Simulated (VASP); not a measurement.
# Y (Fm-3m) in VASP: further runs

Y is run at these levels: PBE; tasks: single point.

Everything below comes from runs of VASP 6.6.1. Logs are shortened: lines on timing, memory, paths and dates and some standing lists are left out, and cuts for length are marked.

### Step 1. The cell of the first run

The structure is cubic, space group Fm-3m (No. 225). The conventional cell has a = 5.096 Å, b = 5.096 Å, c = 5.096 Å, α = 90.00°, β = 90.00°, γ = 90.00°. Within 4.7 Å of Y (site symmetry m-3m) lie 12 Y at 3.60 Å.

This isn't the form of Y at room conditions, which is hcp.

### Step 2. Single point, PBE

INCAR reads:

```
ALGO = Normal
EDIFF = 1E-6
ENCUT = 520
GGA = PE
ISIF = 2
ISMEAR = 0
LASPH = True
LCHARG = False
LREAL = False
LWAVE = False
NBANDS = 12
NELM = 100
PREC = Accurate
SIGMA = 0.05
```

KPOINTS reads:

```
k-points
0
Gamma
  6 6 6
```

POSCAR reads:

```
Y
1.0
    0.0000000000      2.5478579987      2.5478579987
    2.5478579987      0.0000000000      2.5478579987
    2.5478579987      2.5478579987      0.0000000000
Y
1
Direct
    0.0000000000      0.0000000000      0.0000000000
```

Potentials or basis: VASP PAW PBE potentials, release 64 (Y_sv).

Started as:

```console
$ cat potpaw_PBE.64/Y_sv/POTCAR > POTCAR
$ mpirun -np 1 vasp_std > vasp.out
```

OUTCAR:

```text
EDIFF = 1E-6
   ENCUT = 520
   GGA = PE
   ISIF = 2
   ISMEAR = 0
   LASPH = True
   LREAL = False
   NELM = 100
   PREC = Accurate

 ion  position               nearest neighbor table
   1  0.000  0.000  0.000-

  LATTYP: Found a face centered cubic cell.
 ALAT       =     5.0957159974

  Lattice vectors:

 A1 = (   0.0000000000,   2.5478579987,   2.5478579987)
 A2 = (   2.5478579987,   0.0000000000,   2.5478579987)
 A3 = (   2.5478579987,   2.5478579987,   0.0000000000)

Analysis of symmetry for initial positions (statically):
=====================================================================
 Subroutine PRICEL returns:
 Original cell was already a primitive cell.

 Routine SETGRP: Setting up the symmetry group for a
 face centered cubic supercell.

 Subroutine GETGRP returns: Found 48 space group operations
 (whereof 48 operations were pure point group operations)
 out of a pool of 48 trial point group operations.

The static configuration has the point symmetry O_h .

Analysis of symmetry for dynamics (positions and initial velocities):
=====================================================================
 Subroutine PRICEL returns:
 Original cell was already a primitive cell.

 Routine SETGRP: Setting up the symmetry group for a
 face centered cubic supercell.

 Subroutine GETGRP returns: Found 48 space group operations
 (whereof 48 operations were pure point group operations)
 out of a pool of 48 trial point group operations.

The dynamic configuration has the point symmetry O_h .

 Subroutine INISYM returns: Found 48 space group operations
 (whereof 48 operations are pure point group operations),
 and found     1 'primitive' translations

----------------------------------------------------------------------------------------

                                     Primitive cell

  volume of cell :      33.0792

  direct lattice vectors                    reciprocal lattice vectors
     0.000000000  2.547857999  2.547857999    -0.196243276  0.196243276  0.196243276
     2.547857999  0.000000000  2.547857999     0.196243276 -0.196243276  0.196243276
     2.547857999  2.547857999  0.000000000     0.196243276  0.196243276 -0.196243276

  length of vectors
     3.603215337  3.603215337  3.603215337     0.339903324  0.339903324  0.339903324

  position of ions in fractional coordinates (direct lattice)
     0.000000000  0.000000000  0.000000000

  ion indices of the primitive-cell ions
   primitive index   ion index
                 1           1

----------------------------------------------------------------------------------------

 KPOINTS: k-points

Automatic generation of k-mesh.
 Grid dimensions read from file:
 generate k-points for:    6    6    6

 Generating k-lattice:

  Cartesian coordinates                     Fractional coordinates (reciprocal lattice)
    -0.032707213  0.032707213  0.032707213     0.166666667  0.000000000  0.000000000
     0.032707213 -0.032707213  0.032707213     0.000000000  0.166666667  0.000000000
     0.032707213  0.032707213 -0.032707213     0.000000000  0.000000000  0.166666667

  Length of vectors
     0.056650554  0.056650554  0.056650554

  Shift w.r.t. Gamma in fractional coordinates (k-lattice)
     0.000000000  0.000000000  0.000000000

 Subroutine IBZKPT returns following result:
 ===========================================

 Found     16 irreducible k-points:

 Following reciprocal coordinates:
            Coordinates               Weight
  0.000000  0.000000  0.000000      1.000000
  0.166667  0.000000  0.000000      8.000000
  0.333333  0.000000  0.000000      8.000000
  0.500000  0.000000  0.000000      4.000000
  0.166667  0.166667  0.000000      6.000000
  0.333333  0.166667  0.000000     24.000000
[... 8 lines left out ...]
 -0.333333  0.333333  0.166667     24.000000
 -0.333333  0.500000  0.166667     12.000000
   k-points           NKPTS =     16   k-points in BZ     NKDIM =     16   number of bands    NBANDS=     12
   number of dos      NEDOS =    301   number of ions     NIONS =      1
   total plane-waves  NPLWV =  21952
   dimension x,y,z NGX =    28 NGY =   28 NGZ =   28
   dimension x,y,z NGXF=    56 NGYF=   56 NGZF=   56
   ions per type =               1
   NGX,Y,Z   is equivalent  to a cutoff of  12.92, 12.92, 12.92 a.u.
   NGXF,Y,Z  is equivalent  to a cutoff of  25.84, 25.84, 25.84 a.u.
 SYSTEM =  unknown system
   PREC   = accura    normal or accurate (medium, high low for compatibility)
   ISTART =      0    job   : 0-new  1-cont  2-samecut
   ICHARG =      2    charge: 1-file 2-atom 10-const
   ISPIN  =      1    spin polarized calculation?
   LNONCOLLINEAR =      F non collinear calculations
   LSORBIT =      F    spin-orbit coupling
   LASPH  =      T    aspherical Exc in radial PAW
   ENCUT  =  520.0 eV  38.22 Ry    6.18 a.u.   6.70  6.70  6.70*2*pi/ulx,y,z
   NELM   =    100;   NELMIN=  2; NELMDL= -5     # of ELM steps
   EDIFF  = 0.1E-05   stopping-criterion for ELM
   LREAL  =      F    real-space projection
   EDIFFG = 0.1E-04   stopping-criterion for IOM
   NSW    =      0    number of steps for IOM
   IBRION =     -1    ionic relax: 0-MD 1-quasi-New 2-CG
   NFREE  =      0    steps in history (QN), initial steepest desc. (CG)
   ISIF   =      2    stress and relaxation
   ISYM   =      2    0-nonsym 1-usesym 2-fastsym
   POTIM  = 0.5000    time-step for ionic-motion
   TEBEG  =    0.0;   TEEND  =   0.0 temperature during run
   PSTRESS=    0.0 pullay stress
   NELECT =      11.0000    total number of electrons
   NUPDOWN=      -1.0000    fix difference up-down
   EMIN   =  10.00;   EMAX   =-10.00  energy-range for DOS
   EFERMI =   0.00;   METHOD = LEGACY
   ISMEAR =     0;   SIGMA  =   0.05  broadening in eV -4-tet -1-fermi 0-gaus
   EFERMI_NEDOS =   21; number of points for ismear=-14 and -15
   IALGO  =     38    algorithm
   IMIX   =      4    mixing-type and parameters
     AMIX     =   0.40;   BMIX     =  1.00
     AMIX_MAG =   1.60;   BMIX_MAG =  1.00
  volume/ion in A,a.u.               =      33.08       223.23
  Fermi-wavevector in a.u.,A,eV,Ry     =   1.134194  2.143315 17.502467  1.286395
  Thomas-Fermi vector in A             =   2.270897
   LORBIT       =      0    0 simple, 1 ext, 2 COOP (PROOUT), +10 PAW based schemes
   GGA     = PE    functional components
   LHFCALC =     F    Hartree Fock is set to
   AEXX    =    0.0000 exact exchange contribution
   IVDW    =     0    specifies the selected vdW correction
   LEPSILON=     F    determine dielectric tensor
   LRPA    =     F    only Hartree local field effects (RPA)
 non-spin polarized calculation
 Gauss-broadening in eV      SIGMA  =   0.05
  energy-cutoff  :      520.00
  volume of cell :       33.08
 maximum number of plane-waves:       911
   NGX = 13   NGY = 13   NGZ = 13

 number of electron      11.0000001 magnetization

 Free energy of the ion-electron system (eV)
  ---------------------------------------------------
  ext. energy  EPLUGINS =         0.00000000
  ---------------------------------------------------
  free energy    TOTEN  =        -6.41037250 eV

  energy without entropy =       -6.40608578  energy(sigma->0) =       -6.40822914

 E-fermi :   3.0290     XC(G=0):  -9.3945

 val. band max:        2.9903568246   @ k =   0.5000   0.3333   0.1667
 cond. band min:       3.0514588105   @ k =   0.5000   0.1667   0.0000
 fundamental gap:      0.0611019860
 Fermi energy:         3.0289714454

 k-point     1 :       0.0000    0.0000    0.0000
  band No.  band energies     occupation
      1     -39.6882      2.00000
      2     -19.3979      2.00000
      3     -19.3979      2.00000
      4     -19.3979      2.00000
      5      -1.7128      2.00000
      6       4.7963      0.00000
      7       4.7963      0.00000
      8       4.7963      0.00000
      9       6.7628      0.00000
     10       6.7628      0.00000
     11      11.9460      0.00000
     12      15.1574      0.00000

 k-point     2 :       0.1667    0.0000    0.0000
  band No.  band energies     occupation
      1     -39.6732      2.00000
      2     -19.5374      2.00000
      3     -19.4158      2.00000
      4     -19.4158      2.00000
      5      -1.0621      2.00000
      6       4.1753      0.00000
      7       5.0318      0.00000
      8       5.0318      0.00000
      9       6.5594      0.00000
     10       6.5594      0.00000
     11      12.8913      0.00000
     12      13.6374      0.00000

 k-point     3 :       0.3333    0.0000    0.0000
  band No.  band energies     occupation
      1     -39.6429      2.00000
      2     -19.8053      2.00000
      3     -19.4512      2.00000
      4     -19.4512      2.00000
      5       0.3773      2.00000
      6       3.4864      0.00000
      7       4.8678      0.00000
      8       4.8678      0.00000
      9       7.2895      0.00000
     10       7.2895      0.00000
     11      11.2843      0.00000
     12      13.4248      0.00000

 k-point     4 :       0.5000    0.0000    0.0000
  band No.  band energies     occupation
      1     -39.6276      2.00000
      2     -19.9342      2.00000
      3     -19.4687      2.00000
      4     -19.4687      2.00000
      5       1.0673      2.00000
      6       3.5866      0.00000
      7       4.6333      0.00000
      8       4.6333      0.00000
      9       8.1807      0.00000
     10       8.1807      0.00000
     11      10.6126      0.00000
     12      11.6816      0.00000

 k-point     5 :       0.1667    0.1667    0.0000
  band No.  band energies     occupation
      1     -39.6682      2.00000
      2     -19.5333      2.00000
      3     -19.4464      2.00000
      4     -19.4464      2.00000
      5      -0.8487      2.00000
      6       3.8915      0.00000
      7       5.3045      0.00000
      8       5.3045      0.00000
      9       5.6321      0.00000
     10       7.0688      0.00000
     11      13.8047      0.00000
     12      14.4143      0.00000
[... 108 lines left out ...]
      1     -39.6078      2.00000
      2     -19.8999      2.00000
      3     -19.5895      2.00000
      4     -19.5895      2.00000
      5       1.3111      2.00000
      6       2.1862      2.00000
      7       5.0315      0.00000
      8       8.1924      0.00000
      9       8.5851      0.00000
     10       8.5851      0.00000
     11      10.6954      0.00000
     12      10.6954      0.00000

 k-point    14 :       0.5000    0.3333    0.1667
  band No.  band energies     occupation
      1     -39.6228      2.00000
      2     -19.7982      2.00000
      3     -19.6142      2.00000
      4     -19.5155      2.00000
      5       1.5577      2.00000
      6       2.9904      1.72525
      7       3.6167      0.00000
      8       6.0919      0.00000
      9       6.9346      0.00000
     10       8.8309      0.00000
     11      11.4935      0.00000
     12      13.0339      0.00000

 k-point    15 :      -0.3333    0.3333    0.1667
  band No.  band energies     occupation
      1     -39.6127      2.00000
      2     -19.8132      2.00000
      3     -19.6791      2.00000
      4     -19.5456      2.00000
      5       2.5540      2.00000
      6       2.5575      2.00000
      7       3.5521      0.00000
      8       5.7614      0.00000
      9       7.7689      0.00000
     10       9.6632      0.00000
     11       9.8078      0.00000
     12      12.8445      0.00000

 k-point    16 :      -0.3333    0.5000    0.1667
  band No.  band energies     occupation
      1     -39.6077      2.00000
      2     -19.8242      2.00000
      3     -19.6690      2.00000
      4     -19.5950      2.00000
      5       1.9701      2.00000
      6       2.6873      2.00000
      7       3.9900      0.00000
      8       6.2322      0.00000
      9       8.5897      0.00000
     10       9.6892      0.00000
     11      10.4545      0.00000
     12      10.6523      0.00000

------------------------ aborting loop because EDIFF is reached ----------------------------------------

  FORCE on cell =-STRESS in cart. coord.  units (eV):
  Direction    XX          YY          ZZ          XY          YZ          ZX
  --------------------------------------------------------------------------------------
  -------------------------------------------------------------------------------------
  Total       -0.2062039     -0.2062039     -0.2062039     -0.0000000      0.0000000     -0.0000000
  in kB       -9.9873836     -9.9873836     -9.9873836     -0.0000000      0.0000000     -0.0000000
  external PRESSURE =      -9.9873836 kB  Pullay stress =       0.0000000 kB

 VOLUME and BASIS-vectors are now :
 -----------------------------------------------------------------------------
  energy-cutoff  :      520.00
  volume of cell :       33.08
      direct lattice vectors                 reciprocal lattice vectors
     0.000000000  2.547857999  2.547857999    -0.196243276  0.196243276  0.196243276
     2.547857999  0.000000000  2.547857999     0.196243276 -0.196243276  0.196243276
     2.547857999  2.547857999  0.000000000     0.196243276  0.196243276 -0.196243276

 POSITION                                       TOTAL-FORCE (eV/Angst)
 -----------------------------------------------------------------------------------
      0.00000      0.00000      0.00000         0.000000      0.000000      0.000000
 -----------------------------------------------------------------------------------
    total drift:                               -0.000000     -0.000000     -0.000000

  FREE ENERGIE OF THE ION-ELECTRON SYSTEM (eV)
  ---------------------------------------------------
  free  energy   TOTEN  =        -6.4103724987 eV

  energy  without entropy=       -6.4060857753  energy(sigma->0) =       -6.40822914
```

Wall time 13 s (1 thread of Intel Xeon Platinum 8488C (Sapphire Rapids), shared host); peak memory 0.17 GiB.

Results:

```
Free energy            : -6.4104 eV
Pressure               : -1.0 GPa
Band gap on the k mesh : zero (an odd number of electrons rules out a gap without spin polarisation)
```

Levels at points of the mesh, in eV from the Fermi level:
```
           k point  band 2  band 3  band 4  band 5  band 6  band 7  band 8  band 9
(0.00, 0.00, 0.00)  -22.43  -22.43  -22.43   -4.74    1.77    1.77    1.77    3.73
(0.50, 0.00, 0.00)  -22.96  -22.50  -22.50   -1.96    0.56    1.60    1.60    5.15
(0.50, 0.50, 0.00)  -22.93  -22.62  -22.62   -1.72   -0.84    2.00    5.16    5.56
```

### Step 3. Single point, PBE (32.89 Å³/atom)

This run uses another cell than the first one, of 32.89 Å³/atom.

INCAR reads:

```
ALGO = Normal
EDIFF = 1E-6
ENCUT = 500
GGA = PE
GGA_COMPAT = F
ISIF = 2
ISMEAR = 0
LASPH = T
LCHARG = F
LREAL = F
LWAVE = F
NBANDS = 12
NELM = 120
PREC = Accurate
SIGMA = 0.05
```

KPOINTS is that of step 2.

POSCAR reads:

```
Y
1.0
    0.0000000000      2.5429267485      2.5429267485
    2.5429267485      0.0000000000      2.5429267485
    2.5429267485      2.5429267485      0.0000000000
Y
1
Direct
    0.0000000000      0.0000000000      0.0000000000
```

Potentials or basis: VASP PAW PBE potentials, release 64 (Y_sv).

Started as:

```console
$ cat potpaw_PBE.64/Y_sv/POTCAR > POTCAR
$ mpirun -np 1 vasp_std > vasp.out
```

Run time: 20 s. Hardware: 1 thread of Intel Xeon 8259CL, shared host; peak memory 0.17 GiB.

The run converged. Its results:

```
Free energy            : -6.4114 eV
Pressure               : -0.8 GPa
Band gap on the k mesh : zero (an odd number of electrons rules out a gap without spin polarisation)
```

Levels at points of the mesh, in eV from the Fermi level:
```
           k point  band 3  band 4  band 5  band 6  band 7  band 8
(0.00, 0.00, 0.00)  -22.41  -22.41   -4.75    1.77    1.77    1.77
(0.50, 0.00, 0.00)  -22.48  -22.48   -1.97    0.57    1.61    1.61
(0.50, 0.50, 0.00)  -22.60  -22.60   -1.73   -0.85    2.03    5.19
```

(Part 1 of 3 ends here.)

The gap in the log of VASP goes by the Fermi energy; the results here count the filled bands.